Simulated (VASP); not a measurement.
Ge:

```
Ge
1.0
     2.41592    0.00000    0.00000
    -1.20796    2.09225    0.00000
     0.00000    0.00000    3.81521
Ge
2
Cartesian
  0.0000 1.3948 0.9538
  1.2080 0.6974 2.8614
```

This isn't the form of Ge at room conditions, which is diamond.

| Property | Result |
| --- | --- |
| Program | VASP 6.6.1 |
| Task | relaxation of cell and atoms |
| Functional | r2SCAN |
| Potentials or basis | VASP PAW PBE potentials, release 64 (Ge_d) |
| Cutoff | 600 eV |
| k mesh | 12 × 12 × 6 |
| Occupations | gaussian, width 0.1 eV |
| Spin | no spin polarisation |

At the start: pressure 205.9 GPa; volume 9.64 Å³/atom.

**Question.** Where does the relaxation end?

**Answer.** Over 10 steps the energy falls by 3133.5 meV/atom and the volume is 18.65 Å³/atom (+93.4 %); space group P6_3/mmc (No. 194, to 0.1 Å) before and after.

The path:
| step | energy change (eV) | largest force (eV/Å) | pressure (GPa) | volume (Å³) |
| --- | --- | --- | --- | --- |
| 1 | 0.0000 | 0.0000 | 205.89 | 19.28 |
| 2 | -2.1971 | 0.0000 | -33.35 | 78.62 |
| 3 | -6.1655 | 0.0000 | -6.03 | 41.88 |
| 4 | -6.2203 | 0.0000 | -4.36 | 40.20 |
| 5 | -6.2640 | 0.0000 | 0.96 | 36.68 |
| 6 | -6.2653 | 0.0000 | -0.10 | 37.24 |
| 7 | -6.2660 | 0.0000 | -0.17 | 37.26 |
| 8 | -6.2668 | 0.0000 | -0.33 | 37.30 |
| 9 | -6.2669 | 0.0000 | -0.30 | 37.29 |
| 10 | -6.2669 | 0.0000 | -0.31 | 37.29 |

Final structure:
```xyz
2
Lattice="3.0055 0.0000 0.0000 -1.5028 2.6029 0.0000 0.0000 0.0000 4.7670" Properties=species:S:1:pos:R:3 pbc="T T T"
Ge    0.0000    1.7352    1.1917
Ge    1.5028    0.8676    3.5752
```

Caveat: the volume moved by over 15 % at a fixed basis, so the end points are rough; the PAW data sets were made with another functional, which shifts forces and pressure a little.
